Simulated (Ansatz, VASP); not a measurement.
## Two plane-wave programs on SiC4

```
Si C
1.0
    -2.06743    2.06743    3.77180
     2.06743   -2.06743    3.77180
     2.06743    2.06743   -3.77180
Si C
1 4
Direct
  0.00000 0.00000 0.00000
  0.67677 0.67677 0.35354
  0.32323 0.32323 0.64646
  0.67677 0.32323 0.00000
  0.32323 0.67677 0.00000
```

Alike in both runs: functional PBE; k mesh 12 × 12 × 12; occupations gaussian, width 0.1 eV; no spin polarisation.

Ansatz relaxed the structure, and its values are those at the end. VASP's run is a single point on that final structure, the one shown.

```csv
,VASP,Ansatz
version,VASP 6.6.1,Ansatz 0.2.0
potentials or method,"VASP PAW PBE potentials, release 64 (Si, C), cutoff 520 eV","scalar-relativistic, plane waves, PAW"
valence electrons in the cell,20,20
```

Ansatz gave:

| Item | Value |
| --- | --- |
| gap on the k mesh at the Fermi level (eV) | none |
| pressure (GPa) | 0.0 |
| rms of the force components (eV/Å) | 0.000 |

**Question.** Estimate VASP's values.

**Answer.** gap on the k mesh at the Fermi level (eV): none; pressure (GPa): 0.2; rms of the force components (eV/Å): 0.051.

A gap of «none» marks a metal or a gap that the smearing closes.
